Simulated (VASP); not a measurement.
# TiAl (P-6m2) in VASP: further runs

The runs below take TiAl through single point, with PBE, RPBE, revPBE.

All numbers are computed with VASP 6.6.1; they aren't measurements. Logs are shortened: lines on timing, memory, paths and dates and some standing lists are left out, and cuts for length are marked.

### 1 The cell of the first run

Symmetry: P-6m2, No. 187, hexagonal system. The conventional cell has a = 2.886 Å, b = 2.886 Å, c = 4.637 Å, α = 90.00°, β = 90.00°, γ = 120.00°. Within 3.8 Å of Ti (site symmetry -6m2) lie 6 Al at 2.86 Å and 6 Ti at 2.89 Å. Within 3.8 Å of Al (site symmetry -6m2) lie 6 Ti at 2.86 Å and 6 Al at 2.89 Å.

### 2 Single point, PBE

The input, INCAR:

```
SYSTEM = TiAl
ALGO = Fast ; EDIFF = 1E-6
ENCUT = 520 ; GGA = PE
ISIF = 2 ; ISMEAR = -1
LASPH = .TRUE. ; LCHARG = .TRUE.
LELF = .TRUE. ; LREAL = .FALSE.
LVHAR = .TRUE. ; LWAVE = .FALSE.
NBANDS = 14 ; NELM = 60
PREC = Accurate ; SIGMA = 0.05
```

The input, KPOINTS:

```
k-points
0
G
  11 11 6
  0 0 0
```

The input, POSCAR:

```
TiAl
1.0
    2.8857995969      0.0000000000      0.0000000000
   -1.4428997984      2.4991757612      0.0000000000
    0.0000000000      0.0000000000      4.6374958430
Ti Al
1 1
Direct
    0.0000000000      0.0000000000      0.0000000000
    0.3333333333      0.6666666667      0.5000000000
```

Potentials or basis: VASP PAW PBE potentials, release 64 (Ti_sv, Al).

Run with:

```console
> cat potpaw_PBE.64/Ti_sv/POTCAR potpaw_PBE.64/Al/POTCAR > POTCAR
> mpirun -np 1 vasp_std > vasp.out
```

OUTCAR:

```text
SYSTEM = TiAl
   EDIFF = 1E-6
   ENCUT = 520
   GGA = PE
   ISIF = 2
   ISMEAR = -1
   LASPH = .TRUE.
   LREAL = .FALSE.
   NELM = 60
   PREC = Accurate

 ion  position               nearest neighbor table
   1  0.000  0.000  0.000-   2 2.86   2 2.86   2 2.86   2 2.86   2 2.86   2 2.86
   2  0.333  0.667  0.500-   1 2.86   1 2.86   1 2.86   1 2.86   1 2.86   1 2.86

  LATTYP: Found a hexagonal cell.
 ALAT       =     2.8857995969
 C/A-ratio  =     1.6070055065

  Lattice vectors:

 A1 = (   2.8857995969,   0.0000000000,   0.0000000000)
 A2 = (  -1.4428997984,   2.4991757612,   0.0000000000)
 A3 = (   0.0000000000,   0.0000000000,   4.6374958430)

Analysis of symmetry for initial positions (statically):
=====================================================================
 Subroutine PRICEL returns:
 Original cell was already a primitive cell.

 Routine SETGRP: Setting up the symmetry group for a
 hexagonal supercell.

 Subroutine GETGRP returns: Found 12 space group operations
 (whereof 12 operations were pure point group operations)
 out of a pool of 24 trial point group operations.

The static configuration has the point symmetry D_3h.

Analysis of symmetry for dynamics (positions and initial velocities):
=====================================================================
 Subroutine PRICEL returns:
 Original cell was already a primitive cell.

 Routine SETGRP: Setting up the symmetry group for a
 hexagonal supercell.

 Subroutine GETGRP returns: Found 12 space group operations
 (whereof 12 operations were pure point group operations)
 out of a pool of 24 trial point group operations.

The dynamic configuration has the point symmetry D_3h.

 Subroutine INISYM returns: Found 12 space group operations
 (whereof 12 operations are pure point group operations),
 and found     1 'primitive' translations

----------------------------------------------------------------------------------------

                                     Primitive cell

  volume of cell :      33.4462

  direct lattice vectors                    reciprocal lattice vectors
     2.885799597  0.000000000  0.000000000     0.346524409  0.200065961  0.000000000
    -1.442899798  2.499175761  0.000000000     0.000000000  0.400131922  0.000000000
     0.000000000  0.000000000  4.637495843     0.000000000  0.000000000  0.215633616

  length of vectors
     2.885799597  2.885799597  4.637495843     0.400131922  0.400131922  0.215633616

  position of ions in fractional coordinates (direct lattice)
     0.000000000  0.000000000  0.000000000
     0.333333333  0.666666667  0.500000000

  ion indices of the primitive-cell ions
   primitive index   ion index
                 1           1
                 2           2

----------------------------------------------------------------------------------------

 KPOINTS: k-points

Automatic generation of k-mesh.
 Grid dimensions read from file:
 generate k-points for:   11   11    6

 Generating k-lattice:

  Cartesian coordinates                     Fractional coordinates (reciprocal lattice)
     0.031502219  0.018187815  0.000000000     0.090909091 -0.000000000  0.000000000
     0.000000000  0.036375629  0.000000000     0.000000000  0.090909091  0.000000000
     0.000000000  0.000000000  0.035938936     0.000000000  0.000000000  0.166666667

  Length of vectors
     0.036375629  0.036375629  0.035938936

  Shift w.r.t. Gamma in fractional coordinates (k-lattice)
     0.000000000  0.000000000  0.000000000

 Subroutine IBZKPT returns following result:
 ===========================================

 Found     64 irreducible k-points:

 Following reciprocal coordinates:
            Coordinates               Weight
  0.000000  0.000000  0.000000      1.000000
  0.090909  0.000000  0.000000      6.000000
  0.181818 -0.000000  0.000000      6.000000
  0.272727  0.000000  0.000000      6.000000
  0.363636  0.000000  0.000000      6.000000
  0.454545  0.000000  0.000000      6.000000
[... 16 lines left out ...]
  0.090909  0.090909  0.166667     12.000000
  0.181818  0.090909  0.166667     24.000000
 [... further k-points ...]
   k-points           NKPTS =     64   k-points in BZ     NKDIM =     64   number of bands    NBANDS=     14
   number of dos      NEDOS =    301   number of ions     NIONS =      2
   total plane-waves  NPLWV =  20736
   dimension x,y,z NGX =    24 NGY =   24 NGZ =   36
   dimension x,y,z NGXF=    48 NGYF=   48 NGZF=   72
   ions per type =               1   1
   NGX,Y,Z   is equivalent  to a cutoff of  13.83, 13.83, 12.91 a.u.
   NGXF,Y,Z  is equivalent  to a cutoff of  27.65, 27.65, 25.81 a.u.
 SYSTEM =  TiAl
   PREC   = accura    normal or accurate (medium, high low for compatibility)
   ISTART =      0    job   : 0-new  1-cont  2-samecut
   ICHARG =      2    charge: 1-file 2-atom 10-const
   ISPIN  =      1    spin polarized calculation?
   LNONCOLLINEAR =      F non collinear calculations
   LSORBIT =      F    spin-orbit coupling
   LASPH  =      T    aspherical Exc in radial PAW
   ENCUT  =  520.0 eV  38.22 Ry    6.18 a.u.   5.37  5.37  8.62*2*pi/ulx,y,z
   NELM   =     60;   NELMIN=  2; NELMDL= -5     # of ELM steps
   EDIFF  = 0.1E-05   stopping-criterion for ELM
   LREAL  =      F    real-space projection
   EDIFFG = 0.1E-04   stopping-criterion for IOM
   NSW    =      0    number of steps for IOM
   IBRION =     -1    ionic relax: 0-MD 1-quasi-New 2-CG
   NFREE  =      0    steps in history (QN), initial steepest desc. (CG)
   ISIF   =      2    stress and relaxation
   ISYM   =      2    0-nonsym 1-usesym 2-fastsym
   POTIM  = 0.5000    time-step for ionic-motion
   TEBEG  =    0.0;   TEEND  =   0.0 temperature during run
   PSTRESS=    0.0 pullay stress
   NELECT =      15.0000    total number of electrons
   NUPDOWN=      -1.0000    fix difference up-down
   EMIN   =  10.00;   EMAX   =-10.00  energy-range for DOS
   EFERMI =   0.00;   METHOD = LEGACY
   ISMEAR =    -1;   SIGMA  =   0.05  broadening in eV -4-tet -1-fermi 0-gaus
   EFERMI_NEDOS =   21; number of points for ismear=-14 and -15
   IALGO  =     68    algorithm
   IMIX   =      4    mixing-type and parameters
     AMIX     =   0.40;   BMIX     =  1.00
     AMIX_MAG =   1.60;   BMIX_MAG =  1.00
  volume/ion in A,a.u.               =      16.72       112.85
  Fermi-wavevector in a.u.,A,eV,Ry     =   1.253112  2.368038 21.365075  1.570289
  Thomas-Fermi vector in A             =   2.386980
   LORBIT       =      0    0 simple, 1 ext, 2 COOP (PROOUT), +10 PAW based schemes
   GGA     = PE    functional components
   LHFCALC =     F    Hartree Fock is set to
   AEXX    =    0.0000 exact exchange contribution
   IVDW    =     0    specifies the selected vdW correction
   LEPSILON=     F    determine dielectric tensor
   LRPA    =     F    only Hartree local field effects (RPA)
 non-spin polarized calculation
 RMM-DIIS sequential band-by-band and
  energy-cutoff  :      520.00
  volume of cell :       33.45
 maximum number of plane-waves:       923
 NGX is ok and might be reduce to    24
   NGX = 11   NGY = 11   NGZ = 17

 number of electron      15.0000001 magnetization

 Free energy of the ion-electron system (eV)
  ---------------------------------------------------
  ext. energy  EPLUGINS =         0.00000000
  ---------------------------------------------------
  free energy    TOTEN  =       -12.09110265 eV

  energy without entropy =      -12.06680129  energy(sigma->0) =      -12.07895197

 E-fermi :   7.7838     XC(G=0): -10.9155

 val. band max:        7.7711557465   @ k =   0.4545   0.0909   0.3333
 cond. band min:       7.7920082594   @ k =   0.1818   0.0909   0.3333
 fundamental gap:      0.0208525129
 Fermi energy:         7.7838284486

 k-point     1 :       0.0000    0.0000    0.0000
  band No.  band energies     occupation
      1     -48.7473      2.00000
      2     -25.0639      2.00000
      3     -24.6679      2.00000
      4     -24.6679      2.00000
      5      -1.0620      2.00000
      6       5.5721      2.00000
      7       6.0996      2.00000
      8       9.0577      0.00000
      9       9.0577      0.00000
     10      10.5051      0.00000
     11      10.5051      0.00000
     12      11.8536      0.00000
     13      20.5245      0.00000
     14      20.5246      0.00000

 k-point     2 :       0.0909    0.0000    0.0000
  band No.  band energies     occupation
      1     -48.7404      2.00000
      2     -25.0569      2.00000
      3     -24.7120      2.00000
      4     -24.6779      2.00000
      5      -0.8591      2.00000
      6       5.7869      2.00000
      7       6.1173      2.00000
      8       8.8682      0.00000
      9       9.2197      0.00000
     10      10.4500      0.00000
     11      10.5641      0.00000
     12      11.8963      0.00000
     13      18.0830      0.00000
     14      19.1656      0.00000

 k-point     3 :       0.1818   -0.0000    0.0000
  band No.  band energies     occupation
      1     -48.7218      2.00000
      2     -25.0383      2.00000
      3     -24.8292      2.00000
      4     -24.7046      2.00000
      5      -0.2590      2.00000
      6       6.1638      2.00000
      7       6.3459      2.00000
      8       8.4218      0.00001
      9       9.6795      0.00000
     10      10.3053      0.00000
     11      10.7530      0.00000
     12      11.9942      0.00000
     13      15.1979      0.00000
     14      17.8165      0.00000
[... 324 lines left out ...]
 k-point    23 :       0.0909    0.0909    0.1667
  band No.  band energies     occupation
      1     -48.7277      2.00000
      2     -25.0452      2.00000
      3     -24.7899      2.00000
      4     -24.6990      2.00000
      5      -0.2956      2.00000
      6       4.9591      2.00000
      7       7.0708      2.00000
      8       8.5474      0.00000
      9       9.5481      0.00000
     10      10.2822      0.00000
     11      10.3158      0.00000
     12      12.8851      0.00000
     13      16.6431      0.00000
     14      17.0036      0.00000

 k-point    24 :       0.1818    0.0909    0.1667
  band No.  band energies     occupation
      1     -48.7062      2.00000
      2     -25.0235      2.00000
      3     -24.9172      2.00000
      4     -24.7366      2.00000
      5       0.4747      2.00000
      6       5.4780      2.00000
      7       7.2887      1.99990
      8       8.0877      0.00458
      9       9.9996      0.00000
     10      10.1296      0.00000
     11      10.3070      0.00000
     12      13.0706      0.00000
     13      14.3976      0.00000
     14      15.7975      0.00000

 [... further k-points ...]

------------------------ aborting loop because EDIFF is reached ----------------------------------------

  FORCE on cell =-STRESS in cart. coord.  units (eV):
  Direction    XX          YY          ZZ          XY          YZ          ZX
  --------------------------------------------------------------------------------------
  -------------------------------------------------------------------------------------
  Total       -0.0330031     -0.0330031     -0.0094987     -0.0000000      0.0000000      0.0000000
  in kB       -1.5809524     -1.5809524     -0.4550169     -0.0000000      0.0000000      0.0000000
  external PRESSURE =      -1.2056406 kB  Pullay stress =       0.0000000 kB

 VOLUME and BASIS-vectors are now :
 -----------------------------------------------------------------------------
  energy-cutoff  :      520.00
  volume of cell :       33.45
      direct lattice vectors                 reciprocal lattice vectors
     2.885799597  0.000000000  0.000000000     0.346524409  0.200065961  0.000000000
    -1.442899798  2.499175761  0.000000000     0.000000000  0.400131922  0.000000000
     0.000000000  0.000000000  4.637495843     0.000000000  0.000000000  0.215633616

 POSITION                                       TOTAL-FORCE (eV/Angst)
 -----------------------------------------------------------------------------------
      0.00000      0.00000      0.00000        -0.000000     -0.000000      0.000000
     -0.00000      1.66612      2.31875         0.000000      0.000000      0.000000
 -----------------------------------------------------------------------------------
    total drift:                                0.000000     -0.000000      0.000000

  FREE ENERGIE OF THE ION-ELECTRON SYSTEM (eV)
  ---------------------------------------------------
  free  energy   TOTEN  =       -12.0911026458 eV

  energy  without entropy=      -12.0668012861  energy(sigma->0) =      -12.07895197
```

It took 61 s on 1 thread of Intel Xeon 8259CL, shared host; peak memory 0.17 GiB.

What came out:

| Quantity | Value |
| --- | --- |
| Free energy | -12.0911 eV |
| Pressure | -0.1 GPa |
| Band gap on the k mesh | zero (an odd number of electrons rules out a gap without spin polarisation) |

Stress tensor (GPa, compression positive):
```
-0.16  0.00  0.00
 0.00 -0.16  0.00
 0.00  0.00 -0.05
```

### 3 Single point, RPBE

This run uses another cell than the first one, of 17.13 Å³/atom.

The input, INCAR:

```
SYSTEM = TiAl
ALGO     = Normal         ! electronic algorithm
EDIFF    = 1E-6           ! SCF threshold, eV
ENCUT    = 520            ! plane-wave cutoff, eV
GGA      = RP             ! functional
ISIF     = 2              ! what is computed and relaxed
ISMEAR   = -1             ! smearing method
LASPH    = .True.         ! aspherical terms in the spheres
LCHARG   = .False.        ! write CHGCAR
LREAL    = .False.        ! projectors in reciprocal space
LWAVE    = .False.        ! write WAVECAR
NBANDS   = 14             ! bands
NELM     = 100            ! most SCF steps
PREC     = Accurate       ! precision mode
SIGMA    = 0.05           ! smearing width, eV
```

The input, KPOINTS:

```
k-points
0
Gamma
  11 11 6
  0 0 0
```

The input, POSCAR:

```
TiAl
1.0
    2.9120027920      0.0000000000      0.0000000000
   -1.4560013960      2.5218683937      0.0000000000
    0.0000000000      0.0000000000      4.6662419719
Ti Al
1 1
Direct
    0.0000000000      0.0000000000      0.0000000000
    0.3333333333      0.6666666667      0.5000000000
```

Potentials or basis: VASP PAW PBE potentials, release 64 (Ti_sv, Al).

Run with:

```console
> cat potpaw_PBE.64/Ti_sv/POTCAR potpaw_PBE.64/Al/POTCAR > POTCAR
> mpirun -np 1 vasp_std > vasp.out
```

It took 32 s on 1 thread of Intel Xeon 8259CL, shared host; peak memory 0.17 GiB.

It converged, with:

| Item | Value |
| --- | --- |
| Free energy | -11.4522 eV |
| Pressure | -0.1 GPa |
| Band gap on the k mesh | zero (an odd number of electrons rules out a gap without spin polarisation) |

Levels at points of the mesh, in eV from the Fermi level:
| k point | band 5 | band 6 | band 7 | band 8 | band 9 | band 10 |
| --- | --- | --- | --- | --- | --- | --- |
| (0.00, 0.00, 0.00) | -8.73 | -2.17 | -1.67 | 1.25 | 1.25 | 2.65 |
| (0.00, 0.00, 0.50) | -7.81 | -5.16 | -0.29 | 1.27 | 1.27 | 2.57 |

Caveat: the PAW data sets were made with another functional, which shifts forces and pressure a little.

### 4 Single point, revPBE

This run uses another cell than the first one, of 17.03 Å³/atom.

The input, INCAR:

```
SYSTEM = TiAl
ALGO = Normal
EDIFF = 1E-6
ENCUT = 520
GGA = RE
ISIF = 2
ISMEAR = -1
LASPH = .True.
LCHARG = .True.
LELF = .True.
LREAL = .False.
LVHAR = .True.
LWAVE = .False.
NBANDS = 14
NELM = 100
PREC = Accurate
SIGMA = 0.05
```

KPOINTS is that of step 3.

The input, POSCAR:

```
TiAl
1.0
    2.9051766651      0.0000000000      0.0000000000
   -1.4525883325      2.5159567945      0.0000000000
    0.0000000000      0.0000000000      4.6593672622
Ti Al
1 1
Direct
    0.0000000000      0.0000000000      0.0000000000
    0.3333333333      0.6666666667      0.5000000000
```

Run with:

```console
> cat potpaw_PBE.64/Ti_sv/POTCAR potpaw_PBE.64/Al/POTCAR > POTCAR
> mpirun -np 1 vasp_std > vasp.out
```

Run time: 37 s. Hardware: 1 thread of Intel Xeon 8259CL, shared host; peak memory 0.17 GiB.

It converged, with:

| Quantity | Value |
| --- | --- |
| Free energy | -11.5794 eV |
| Pressure | -0.1 GPa |
| Band gap on the k mesh | zero (an odd number of electrons rules out a gap without spin polarisation) |

Levels at points of the mesh, in eV from the Fermi level:
| k point | band 4 | band 5 | band 6 | band 7 | band 8 | band 9 | band 10 | band 11 |
| --- | --- | --- | --- | --- | --- | --- | --- | --- |
| (0.00, 0.00, 0.00) | -32.56 | -8.76 | -2.18 | -1.68 | 1.26 | 1.26 | 2.67 | 2.67 |
| (0.00, 0.00, 0.50) | -32.56 | -7.84 | -5.17 | -0.30 | 1.27 | 1.27 | 2.59 | 2.59 |

Caveat: the PAW data sets were made with another functional, which shifts forces and pressure a little.

### 5 The runs side by side

| level | cell | gap on the mesh (eV) | pressure (GPa) |
| --- | --- | --- | --- |
| PBE | a = 2.886, b = 2.886, c = 4.637 Å, angles 90.0, 90.0, 120.0°, 2 atoms | none | -0.1 |
| RPBE | a = 2.912, b = 2.912, c = 4.666 Å, angles 90.0, 90.0, 120.0°, 2 atoms | none | -0.1 |
| revPBE | a = 2.905, b = 2.905, c = 4.659 Å, angles 90.0, 90.0, 120.0°, 2 atoms | none | -0.1 |

Alike in all rows: task single point; potentials or basis VASP PAW PBE potentials, release 64 (Ti_sv, Al); no spin polarisation; k mesh 11 × 11 × 6; cutoff (eV) 520; smearing fermi-dirac 0.05 eV.

Caveats: the PAW data sets were made with another functional, which shifts forces and pressure a little (at least some runs).

Total energies depend on the potentials used, so only differences within one code and one set of settings carry meaning.
